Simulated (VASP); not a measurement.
# NbVTe3 (Pm-3m) in VASP: single point with PBE

Aim: the single point of NbVTe3 with PBE.

Program: VASP 6.6.1. These are calculated values, not measurements. Logs are shortened: lines on timing, memory, paths and dates and some standing lists are left out, and cuts for length are marked.

## Step 1: The cell of the first run

It takes space group Pm-3m (No. 221, cubic). Conventional cell: a = 5.412 Å, b = 5.412 Å, c = 5.412 Å, α = 90.00°, β = 90.00°, γ = 90.00°. Within 3.6 Å of Nb (site symmetry m-3m) lie 6 Te at 2.71 Å. V (site symmetry m-3m) has 12 Te at 3.83 Å and 8 Nb at 4.69 Å within 5.0 Å. Within 3.6 Å of Te (site symmetry 4/mmm) lie 2 Nb at 2.71 Å.

## Step 2: Single point, PBE, collinear spin

File POSCAR:

```
NbVTe3
1.0
    5.4122177222      0.0000000000      0.0000000000
    0.0000000000      5.4122177222      0.0000000000
    0.0000000000      0.0000000000      5.4122177222
Nb V Te
1 1 3
Direct
    0.5000000000      0.5000000000      0.5000000000
    0.0000000000      0.0000000000      0.0000000000
    0.5000000000      0.5000000000      0.0000000000
    0.0000000000      0.5000000000      0.5000000000
    0.5000000000      0.0000000000      0.5000000000
```

File INCAR.step1:

```
SYSTEM = NbVTe3
ALGO = Normal
EDIFF = 1E-6
ENCUT = 520
GGA = PE
ISIF = 2
ISMEAR = 0
ISPIN = 2
LASPH = .TRUE.
LCHARG = .TRUE.
LMAXMIX = 4
LREAL = .FALSE.
LWAVE = .FALSE.
MAGMOM = 0.56 3.99 -0.14 -0.14 -0.14
NBANDS = 34
NELM = 150
PREC = Accurate
SIGMA = 0.1
```

File KPOINTS.step1:

```
k-points
0
G
  8 8 8
  0 0 0
```

File INCAR.step2:

```
SYSTEM = NbVTe3
ALGO = Normal
EDIFF = 1E-6
ENCUT = 520
GGA = PE
ICHARG = 11
ISIF = 2
ISMEAR = -5
ISPIN = 2
LASPH = .TRUE.
LCHARG = .FALSE.
LMAXMIX = 4
LORBIT = 11
LREAL = .FALSE.
LWAVE = .FALSE.
MAGMOM = 0.56 3.99 -0.14 -0.14 -0.14
NEDOS = 1001
NELM = 150
PREC = Accurate
SIGMA = 0.1
```

File KPOINTS.step2:

```
k-points
0
G
  12 12 12
  0 0 0
```

Potentials or basis: VASP PAW PBE potentials, release 64 (Nb_sv, V_sv, Te).

Started as:

```bash
> cat potpaw_PBE.64/Nb_sv/POTCAR potpaw_PBE.64/V_sv/POTCAR potpaw_PBE.64/Te/POTCAR > POTCAR
> cp INCAR.step1 INCAR
> cp KPOINTS.step1 KPOINTS
> mpirun -np 1 vasp_std > vasp.out
> cp INCAR.step2 INCAR
> cp KPOINTS.step2 KPOINTS
> mpirun -np 1 vasp_std > vasp.out
```

OUTCAR:

```text
SYSTEM = NbVTe3
   EDIFF = 1E-6
   ENCUT = 520
   GGA = PE
   ICHARG = 11
   ISIF = 2
   ISMEAR = -5
   ISPIN = 2
   LASPH = .TRUE.
   LORBIT = 11
   LREAL = .FALSE.
   NELM = 150
   PREC = Accurate

 ion  position               nearest neighbor table
   1  0.500  0.500  0.500-   3 2.71   4 2.71   5 2.71   3 2.71   5 2.71   4 2.71
   2  0.000  0.000  0.000-
   3  0.500  0.500  0.000-   1 2.71   1 2.71
   4  0.000  0.500  0.500-   1 2.71   1 2.71
   5  0.500  0.000  0.500-   1 2.71   1 2.71

  LATTYP: Found a simple cubic cell.
 ALAT       =     5.4122177222

  Lattice vectors:

 A1 = (   5.4122177222,   0.0000000000,   0.0000000000)
 A2 = (   0.0000000000,   5.4122177222,   0.0000000000)
 A3 = (   0.0000000000,   0.0000000000,   5.4122177222)

Analysis of symmetry for initial positions (statically):
=====================================================================
 Subroutine PRICEL returns:
 Original cell was already a primitive cell.

 Routine SETGRP: Setting up the symmetry group for a
 simple cubic supercell.

 Subroutine GETGRP returns: Found 48 space group operations
 (whereof 48 operations were pure point group operations)
 out of a pool of 48 trial point group operations.

The static configuration has the point symmetry O_h .

Analysis of symmetry for dynamics (positions and initial velocities):
=====================================================================
 Subroutine PRICEL returns:
 Original cell was already a primitive cell.

 Routine SETGRP: Setting up the symmetry group for a
 simple cubic supercell.

 Subroutine GETGRP returns: Found 48 space group operations
 (whereof 48 operations were pure point group operations)
 out of a pool of 48 trial point group operations.

The dynamic configuration has the point symmetry O_h .

Analysis of structural, dynamic, and magnetic symmetry:
=====================================================================
 Subroutine PRICEL returns:
 Original cell was already a primitive cell.

 Routine SETGRP: Setting up the symmetry group for a
 simple cubic supercell.

 Subroutine GETGRP returns: Found 48 space group operations
 (whereof 48 operations were pure point group operations)
 out of a pool of 48 trial point group operations.

The overall configuration has the point symmetry O_h .

 Subroutine INISYM returns: Found 48 space group operations
 (whereof 48 operations are pure point group operations),
 and found     1 'primitive' translations

----------------------------------------------------------------------------------------

                                     Primitive cell

  volume of cell :     158.5352

  direct lattice vectors                    reciprocal lattice vectors
     5.412217722  0.000000000  0.000000000     0.184767142  0.000000000  0.000000000
     0.000000000  5.412217722  0.000000000     0.000000000  0.184767142  0.000000000
     0.000000000  0.000000000  5.412217722     0.000000000  0.000000000  0.184767142

  length of vectors
     5.412217722  5.412217722  5.412217722     0.184767142  0.184767142  0.184767142

  position of ions in fractional coordinates (direct lattice)
     0.500000000  0.500000000  0.500000000
     0.000000000  0.000000000  0.000000000
     0.500000000  0.500000000  0.000000000
     0.000000000  0.500000000  0.500000000
     0.500000000  0.000000000  0.500000000

  ion indices of the primitive-cell ions
   primitive index   ion index
                 1           1
                 2           2
                 3           3
                 4           4
                 5           5

----------------------------------------------------------------------------------------

 KPOINTS: k-points

Automatic generation of k-mesh.
 Grid dimensions read from file:
 generate k-points for:   12   12   12

 Generating k-lattice:

  Cartesian coordinates                     Fractional coordinates (reciprocal lattice)
     0.015397262  0.000000000  0.000000000     0.083333333  0.000000000  0.000000000
     0.000000000  0.015397262  0.000000000     0.000000000  0.083333333  0.000000000
     0.000000000  0.000000000  0.015397262     0.000000000  0.000000000  0.083333333

  Length of vectors
     0.015397262  0.015397262  0.015397262

  Shift w.r.t. Gamma in fractional coordinates (k-lattice)
     0.000000000  0.000000000  0.000000000

 TETIRR: Found    854 inequivalent tetrahedra from    10368

 Subroutine IBZKPT returns following result:
 ===========================================

 Found     84 irreducible k-points:

 Following reciprocal coordinates:
            Coordinates               Weight
  0.000000  0.000000  0.000000      1.000000
  0.083333  0.000000  0.000000      6.000000
  0.166667  0.000000  0.000000      6.000000
  0.250000  0.000000  0.000000      6.000000
  0.333333  0.000000  0.000000      6.000000
  0.416667  0.000000  0.000000      6.000000
[... 16 lines left out ...]
  0.333333  0.333333  0.000000     12.000000
  0.416667  0.333333  0.000000     24.000000
 [... further k-points ...]
   k-points           NKPTS =     84   k-points in BZ     NKDIM =     84   number of bands    NBANDS=     28
   number of dos      NEDOS =   1001   number of ions     NIONS =      5
   total plane-waves  NPLWV =  64000
   dimension x,y,z NGX =    40 NGY =   40 NGZ =   40
   dimension x,y,z NGXF=    80 NGYF=   80 NGZF=   80
   ions per type =               1   1   3
   NGX,Y,Z   is equivalent  to a cutoff of  12.29, 12.29, 12.29 a.u.
   NGXF,Y,Z  is equivalent  to a cutoff of  24.57, 24.57, 24.57 a.u.
 SYSTEM =  NbVTe3
   PREC   = accura    normal or accurate (medium, high low for compatibility)
   ISTART =      0    job   : 0-new  1-cont  2-samecut
   ICHARG =     11    charge: 1-file 2-atom 10-const
   ISPIN  =      2    spin polarized calculation?
   LNONCOLLINEAR =      F non collinear calculations
   LSORBIT =      F    spin-orbit coupling
   LASPH  =      T    aspherical Exc in radial PAW
   ENCUT  =  520.0 eV  38.22 Ry    6.18 a.u.  10.06 10.06 10.06*2*pi/ulx,y,z
   NELM   =    150;   NELMIN=  2; NELMDL=  0     # of ELM steps
   EDIFF  = 0.1E-05   stopping-criterion for ELM
   LREAL  =      F    real-space projection
   EDIFFG = 0.1E-04   stopping-criterion for IOM
   NSW    =      0    number of steps for IOM
   IBRION =     -1    ionic relax: 0-MD 1-quasi-New 2-CG
   NFREE  =      0    steps in history (QN), initial steepest desc. (CG)
   ISIF   =      2    stress and relaxation
   ISYM   =      2    0-nonsym 1-usesym 2-fastsym
   POTIM  = 0.5000    time-step for ionic-motion
   TEBEG  =    0.0;   TEEND  =   0.0 temperature during run
   PSTRESS=    0.0 pullay stress
   NELECT =      44.0000    total number of electrons
   NUPDOWN=      -1.0000    fix difference up-down
   EMIN   =  10.00;   EMAX   =-10.00  energy-range for DOS
   EFERMI =   0.00;   METHOD = LEGACY
   ISMEAR =    -5;   SIGMA  =   0.10  broadening in eV -4-tet -1-fermi 0-gaus
   EFERMI_NEDOS =   21; number of points for ismear=-14 and -15
   IALGO  =     38    algorithm
   IMIX   =      4    mixing-type and parameters
     AMIX     =   0.40;   BMIX     =  1.00
     AMIX_MAG =   1.60;   BMIX_MAG =  1.00
  volume/ion in A,a.u.               =      31.71       213.97
  Fermi-wavevector in a.u.,A,eV,Ry     =   1.067867  2.017976 15.515264  1.140340
  Thomas-Fermi vector in A             =   2.203497
   LORBIT       =     11    0 simple, 1 ext, 2 COOP (PROOUT), +10 PAW based schemes
   GGA     = PE    functional components
   LHFCALC =     F    Hartree Fock is set to
   AEXX    =    0.0000 exact exchange contribution
   IVDW    =     0    specifies the selected vdW correction
   LEPSILON=     F    determine dielectric tensor
   LRPA    =     F    only Hartree local field effects (RPA)
 spin polarized calculation
 Fermi weights with tetrahedron method with Bloechl corrections
  energy-cutoff  :      520.00
  volume of cell :      158.54
 maximum number of plane-waves:      4337

 number of electron      43.9999981 magnetization       4.0051802

 Free energy of the ion-electron system (eV)
  ---------------------------------------------------
  ext. energy  EPLUGINS =         0.00000000
  ---------------------------------------------------
  free energy    TOTEN  =       -25.55281599 eV

  energy without entropy =      -25.55281599  energy(sigma->0) =      -25.55281599

 E-fermi :   5.5887     XC(G=0):  -9.1519

 val. band max:        5.6166781240   @ k =   0.4167   0.4167   0.1667
 cond. band min:       5.5121900144   @ k =   0.1667   0.1667   0.1667
 fundamental gap:     -0.1044881096
 Fermi energy:         5.5886633475

 spin component 1

 k-point     1 :       0.0000    0.0000    0.0000
  band No.  band energies     occupation
      1     -59.1723      1.00000
      2     -50.2491      1.00000
      3     -33.0874      1.00000
      4     -33.0874      1.00000
      5     -33.0874      1.00000
      6     -26.3974      1.00000
[... 20 lines left out ...]
     27       5.3643      1.00000
[... 691 lines left out ...]
      6     -26.3966      1.00000
[... 20 lines left out ...]
     27       6.6705      0.00000
     28       6.7870      0.00000

 [... further k-points ...]

 spin component 2

 k-point     1 :       0.0000    0.0000    0.0000
  band No.  band energies     occupation
      1     -56.0915      1.00000
      2     -49.8768      1.00000
      3     -30.0234      1.00000
      4     -30.0234      1.00000
      5     -30.0234      1.00000
      6     -25.9713      1.00000
[... 20 lines left out ...]
     27       7.7755      0.00000
[... 691 lines left out ...]
      6     -25.9705      1.00000
[... 20 lines left out ...]
     27       8.3126      0.00000
     28       8.3251      0.00000

 [... further k-points ...]

------------------------ aborting loop because EDIFF is reached ----------------------------------------

  FORCE on cell =-STRESS in cart. coord.  units (eV):
  Direction    XX          YY          ZZ          XY          YZ          ZX
  --------------------------------------------------------------------------------------
  -------------------------------------------------------------------------------------
  Total       -0.0860201     -0.0860201     -0.0860201      0.0000000      0.0000000      0.0000000
  in kB       -0.8693297     -0.8693297     -0.8693297      0.0000000      0.0000000      0.0000000
  external PRESSURE =      -0.8693297 kB  Pullay stress =       0.0000000 kB

 VOLUME and BASIS-vectors are now :
 -----------------------------------------------------------------------------
  energy-cutoff  :      520.00
  volume of cell :      158.54
      direct lattice vectors                 reciprocal lattice vectors
     5.412217722  0.000000000  0.000000000     0.184767142  0.000000000  0.000000000
     0.000000000  5.412217722  0.000000000     0.000000000  0.184767142  0.000000000
     0.000000000  0.000000000  5.412217722     0.000000000  0.000000000  0.184767142

 POSITION                                       TOTAL-FORCE (eV/Angst)
 -----------------------------------------------------------------------------------
      2.70611      2.70611      2.70611         0.000000      0.000000      0.000000
      0.00000      0.00000      0.00000         0.000000      0.000000      0.000000
      2.70611      2.70611      0.00000         0.000000      0.000000      0.000000
      0.00000      2.70611      2.70611         0.000000      0.000000      0.000000
      2.70611      0.00000      2.70611         0.000000      0.000000      0.000000
 -----------------------------------------------------------------------------------
    total drift:                                0.000000      0.000000     -0.000000

  FREE ENERGIE OF THE ION-ELECTRON SYSTEM (eV)
  ---------------------------------------------------
  free  energy   TOTEN  =       -25.5528159861 eV

  energy  without entropy=      -25.5528159861  energy(sigma->0) =      -25.55281599

 total charge

# of ion       s       p       d       tot
------------------------------------------
    1        2.153   6.006   2.498  10.657
    2        2.125   5.981   3.133  11.239
    3        1.381   1.987   0.036   3.403
    4        1.381   1.987   0.036   3.403
    5        1.381   1.987   0.036   3.403
--------------------------------------------------
tot          8.420  17.947   5.738  32.106

 magnetization (x)

# of ion       s       p       d       tot
------------------------------------------
    1        0.008   0.005   0.527   0.540
    2        0.093   0.011   3.048   3.153
    3       -0.002  -0.155   0.006  -0.151
    4       -0.002  -0.155   0.006  -0.151
    5       -0.002  -0.155   0.006  -0.151
--------------------------------------------------
tot          0.095  -0.450   3.593   3.238
```

It took 21 min on 1 thread of Oxide Virtual Turin-like, shared host; peak memory 0.68 GiB.

Results:

- Net moment: 4.01 μB per cell
- Site moments: Nb +0.54; V +3.15; Te -0.15 μB
- Valence electrons inside the program's atomic spheres: Nb 10.66; V 11.24; Te 3.40

Caveat: the highest band is partly filled, so the run has too few bands; spin-orbit coupling is left out, which moves the levels of the heavy elements.
